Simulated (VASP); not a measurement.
# In (Pm-3m) in VASP: notebook

The runs below take In through single point, with PBE.

All numbers are computed with VASP 6.6.1; they aren't measurements. Logs are shortened: lines on timing, memory, paths and dates and some standing lists are left out, and cuts for length are marked.

### 1 The cell of the first run

It takes space group Pm-3m (No. 221, cubic). Conventional cell: a = 2.331 Å, b = 2.331 Å, c = 2.331 Å, α = 90.00°, β = 90.00°, γ = 90.00°. In (site symmetry m-3m) has 6 In at 2.33 Å within 3.1 Å.

### 2 Single point, PBE (volume scaled by 0.43)

Input file INCAR:

```
ALGO = Normal
EDIFF = 1E-6
ENCUT = 520
GGA = PE
ISIF = 2
ISMEAR = -1
LASPH = True
LCHARG = True
LELF = True
LREAL = False
LVHAR = True
LWAVE = False
NBANDS = 12
NELM = 60
PREC = Accurate
SIGMA = 0.05
```

Input file KPOINTS:

```
k-points
0
Gamma
  12 12 12
```

Input file POSCAR:

```
In
1.0
    2.3311723516      0.0000000000      0.0000000000
    0.0000000000      2.3311723516      0.0000000000
    0.0000000000      0.0000000000      2.3311723516
In
1
Direct
    0.0000000000      0.0000000000      0.0000000000
```

Potentials or basis: VASP PAW PBE potentials, release 64 (In_d).

Started as:

```bash
$ cat potpaw_PBE.64/In_d/POTCAR > POTCAR
$ mpirun -np 1 vasp_std > vasp.out
```

OUTCAR:

```text
EDIFF = 1E-6
   ENCUT = 520
   GGA = PE
   ISIF = 2
   ISMEAR = -1
   LASPH = True
   LREAL = False
   NELM = 60
   PREC = Accurate

 ion  position               nearest neighbor table
   1  0.000  0.000  0.000-

  LATTYP: Found a simple cubic cell.
 ALAT       =     2.3311723516

  Lattice vectors:

 A1 = (   2.3311723516,   0.0000000000,   0.0000000000)
 A2 = (   0.0000000000,   2.3311723516,   0.0000000000)
 A3 = (   0.0000000000,   0.0000000000,   2.3311723516)

Analysis of symmetry for initial positions (statically):
=====================================================================
 Subroutine PRICEL returns:
 Original cell was already a primitive cell.

 Routine SETGRP: Setting up the symmetry group for a
 simple cubic supercell.

 Subroutine GETGRP returns: Found 48 space group operations
 (whereof 48 operations were pure point group operations)
 out of a pool of 48 trial point group operations.

The static configuration has the point symmetry O_h .

Analysis of symmetry for dynamics (positions and initial velocities):
=====================================================================
 Subroutine PRICEL returns:
 Original cell was already a primitive cell.

 Routine SETGRP: Setting up the symmetry group for a
 simple cubic supercell.

 Subroutine GETGRP returns: Found 48 space group operations
 (whereof 48 operations were pure point group operations)
 out of a pool of 48 trial point group operations.

The dynamic configuration has the point symmetry O_h .

 Subroutine INISYM returns: Found 48 space group operations
 (whereof 48 operations are pure point group operations),
 and found     1 'primitive' translations

----------------------------------------------------------------------------------------

                                     Primitive cell

  volume of cell :      12.6684

  direct lattice vectors                    reciprocal lattice vectors
     2.331172352  0.000000000  0.000000000     0.428968712  0.000000000  0.000000000
     0.000000000  2.331172352  0.000000000     0.000000000  0.428968712  0.000000000
     0.000000000  0.000000000  2.331172352     0.000000000  0.000000000  0.428968712

  length of vectors
     2.331172352  2.331172352  2.331172352     0.428968712  0.428968712  0.428968712

  position of ions in fractional coordinates (direct lattice)
     0.000000000  0.000000000  0.000000000

  ion indices of the primitive-cell ions
   primitive index   ion index
                 1           1

----------------------------------------------------------------------------------------
[... 75 lines left out ...]
   NFREE  =      0    steps in history (QN), initial steepest desc. (CG)
   ISIF   =      2    stress and relaxation
   ISYM   =      2    0-nonsym 1-usesym 2-fastsym
   POTIM  = 0.5000    time-step for ionic-motion
   TEBEG  =    0.0;   TEEND  =   0.0 temperature during run
   PSTRESS=    0.0 pullay stress
   NELECT =      13.0000    total number of electrons
   NUPDOWN=      -1.0000    fix difference up-down
   EMIN   =  10.00;   EMAX   =-10.00  energy-range for DOS
   EFERMI =   0.00;   METHOD = LEGACY
   ISMEAR =    -1;   SIGMA  =   0.05  broadening in eV -4-tet -1-fermi 0-gaus
   EFERMI_NEDOS =   21; number of points for ismear=-14 and -15
   IALGO  =     38    algorithm
   IMIX   =      4    mixing-type and parameters
     AMIX     =   0.40;   BMIX     =  1.00
     AMIX_MAG =   1.60;   BMIX_MAG =  1.00
  volume/ion in A,a.u.               =      12.67        85.49
  Fermi-wavevector in a.u.,A,eV,Ry     =   1.651258  3.120425 37.098360  2.726653
  Thomas-Fermi vector in A             =   2.740068
   LORBIT       =      0    0 simple, 1 ext, 2 COOP (PROOUT), +10 PAW based schemes
   GGA     = PE    functional components
   LHFCALC =     F    Hartree Fock is set to
   AEXX    =    0.0000 exact exchange contribution
   IVDW    =     0    specifies the selected vdW correction
   LEPSILON=     F    determine dielectric tensor
   LRPA    =     F    only Hartree local field effects (RPA)
 non-spin polarized calculation
  energy-cutoff  :      520.00
  volume of cell :       12.67
 maximum number of plane-waves:       360
 NGX is ok and might be reduce to    18
   NGX =  9   NGY =  9   NGZ =  9

 number of electron      12.9999990 magnetization

 Free energy of the ion-electron system (eV)
  ---------------------------------------------------
  ext. energy  EPLUGINS =         0.00000000
  ---------------------------------------------------
  free energy    TOTEN  =         2.89864560 eV

  energy without entropy =        2.90105026  energy(sigma->0) =        2.89984793

 E-fermi :  19.9021     XC(G=0): -14.1695

 val. band max:       19.8777746221   @ k =   0.3333   0.1667   0.0833
 cond. band min:      19.9584966512   @ k =   0.5000   0.5000   0.2500
 fundamental gap:      0.0807220291
 Fermi energy:        19.9021072930

 k-point     1 :       0.0000    0.0000    0.0000
  band No.  band energies     occupation
      1       0.1324      2.00000
      2       0.1324      2.00000
      3       3.1221      2.00000
      4       4.4036      2.00000
      5       4.4036      2.00000
      6       4.4036      2.00000
      7      30.8447      0.00000
      8      30.8447      0.00000
      9      30.8447      0.00000
     10      37.2412      0.00000
     11      37.2412      0.00000
     12      39.8089      0.00000
[... 331 lines left out ...]
 k-point    24 :       0.4167    0.3333    0.0000
  band No.  band energies     occupation
      1       1.1751      2.00000
      2       1.2818      2.00000
      3       3.3094      2.00000
      4       3.5670      2.00000
      5       4.2180      2.00000
      6      12.9426      2.00000
      7      18.0689      2.00000
      8      25.1192      0.00000
      9      29.1935      0.00000
     10      37.4872      0.00000
     11      40.4352      0.00000
     12      41.1133      0.00000

 [... further k-points ...]
[... 5 lines left out ...]
  --------------------------------------------------------------------------------------
  -------------------------------------------------------------------------------------
  Total       18.8489172     18.8489172     18.8489172      0.0000000      0.0000000     -0.0000000
  in kB     2383.8220820   2383.8220820   2383.8220820      0.0000000      0.0000000     -0.0000000
  external PRESSURE =    2383.8220820 kB  Pullay stress =       0.0000000 kB

 VOLUME and BASIS-vectors are now :
 -----------------------------------------------------------------------------
  energy-cutoff  :      520.00
  volume of cell :       12.67
      direct lattice vectors                 reciprocal lattice vectors
     2.331172352  0.000000000  0.000000000     0.428968712  0.000000000  0.000000000
     0.000000000  2.331172352  0.000000000     0.000000000  0.428968712  0.000000000
     0.000000000  0.000000000  2.331172352     0.000000000  0.000000000  0.428968712

 POSITION                                       TOTAL-FORCE (eV/Angst)
 -----------------------------------------------------------------------------------
      0.00000      0.00000      0.00000         0.000000      0.000000      0.000000
 -----------------------------------------------------------------------------------
    total drift:                                0.000000      0.000000      0.000000

  FREE ENERGIE OF THE ION-ELECTRON SYSTEM (eV)
  ---------------------------------------------------
  free  energy   TOTEN  =         2.8986456005 eV

  energy  without entropy=        2.9010502648  energy(sigma->0) =        2.89984793
```

OSZICAR:

```text
N       E                     dE             d eps       ncg     rms          rms(c)
DAV:   1     0.800229412586E+02    0.80023E+02   -0.61820E+03  2104   0.174E+03
DAV:   2     0.549162525966E+01   -0.74531E+02   -0.71717E+02  2124   0.317E+02
DAV:   3     0.260803564183E+01   -0.28836E+01   -0.28751E+01  2364   0.624E+01
DAV:   4     0.255778489539E+01   -0.50251E-01   -0.50227E-01  2440   0.748E+00
DAV:   5     0.255635662492E+01   -0.14283E-02   -0.14282E-02  2636   0.114E+00    0.116E+01
DAV:   6     0.278741986644E+01    0.23106E+00   -0.11574E-01  3036   0.970E+00    0.548E+00
DAV:   7     0.289079494494E+01    0.10338E+00   -0.49751E-02  3212   0.598E+00    0.730E-01
DAV:   8     0.289861494660E+01    0.78200E-02   -0.38431E-03  2456   0.966E-01    0.205E-01
DAV:   9     0.289848955639E+01   -0.12539E-03   -0.59160E-05  2444   0.835E-02    0.116E-01
DAV:  10     0.289864546515E+01    0.15591E-03   -0.38709E-05  2604   0.143E-01    0.213E-02
DAV:  11     0.289864560050E+01    0.13535E-06   -0.65059E-07  1620   0.830E-03
   1 F= 0.28986456E+01 E0= 0.28998479E+01  d E =-.240466E-02
```

stdout:

```text
POSCAR found type information on POSCAR In
 POSCAR found :  1 types and       1 ions
 scaLAPACK will be used
 LDA part: xc-table for (Slater+PW92), standard interpolation
 POSCAR, INCAR and KPOINTS ok, starting setup
 FFT: planning ... GRIDC
 FFT: planning ... GRID_SOFT
 FFT: planning ... GRID
 WAVECAR not read
 entering main loop
```

Run time: 4.8 s. Hardware: 1 thread of Intel Xeon 6975P-C (Granite Rapids), shared host; peak memory 0.13 GiB.

What came out:

| Item | Value |
| --- | --- |
| Free energy | 2.8986 eV |
| Pressure | 238.4 GPa |

Levels at points of the mesh, in eV from the Fermi level:
| k point | band 5 | band 6 | band 7 | band 8 | band 9 | band 10 |
| --- | --- | --- | --- | --- | --- | --- |
| (0.00, 0.00, 0.00) | -15.50 | -15.50 | 10.94 | 10.94 | 10.94 | 17.34 |
| (0.50, 0.00, 0.00) | -15.38 | -8.74 | -6.06 | 13.22 | 16.48 | 17.98 |
| (0.50, 0.50, 0.00) | -14.40 | -2.70 | -2.70 | 3.28 | 4.40 | 18.89 |
| (0.50, 0.50, 0.50) | -14.32 | 3.85 | 3.85 | 3.85 | 5.20 | 10.72 |

Caveat: spin-orbit coupling is left out, which moves the levels of the heavy elements.

### 3 Single point, PBE (volume scaled by 0.43)

Input file INCAR:

```
SYSTEM = In
PREC = Accurate
ENCUT = 520
EDIFF = 1E-6
ISMEAR = -1
SIGMA = 0.05
LREAL = .False.
LASPH = .True.
NELM = 80
ALGO = Normal
ISIF = 2
LWAVE = .False.
LCHARG = .True.
GGA = PE
LELF = .True.
LVHAR = .True.
NBANDS = 12
```

Input file KPOINTS:

```
regular mesh
0
Gamma
  12 12 12
  0 0 0
```

POSCAR is that of step 2.

Potentials or basis: VASP PAW PBE potentials, release 64 (In_d).

Started as:

```bash
$ cat potpaw_PBE.64/In_d/POTCAR > POTCAR
$ mpirun -np 1 vasp_std > vasp.out
```

It took 4.6 s on 1 thread of Intel Xeon 6975P-C (Granite Rapids), shared host; peak memory 0.12 GiB.

The run converged. Its results:

```yaml
Free_energy: 2.8986 eV
Pressure: 238.4 GPa
```

Levels at points of the mesh, in eV from the Fermi level:
```
           k point  band 3  band 4  band 5  band 6  band 7  band 8  band 9  band 10  band 11  band 12
(0.00, 0.00, 0.00)  -16.78  -15.50  -15.50  -15.50   10.94   10.94   10.94    17.34    17.34    19.91
(0.50, 0.00, 0.00)  -16.84  -16.84  -15.38   -8.74   -6.06   13.22   16.48    17.98    17.98    22.97
(0.50, 0.50, 0.00)  -16.61  -16.61  -14.40   -2.70   -2.70    3.28    4.40    18.89    18.89    21.59
(0.50, 0.50, 0.50)  -18.75  -14.32  -14.32    3.85    3.85    3.85    5.20    10.72    10.72    10.72
```

Caveat: spin-orbit coupling is left out, which moves the levels of the heavy elements.
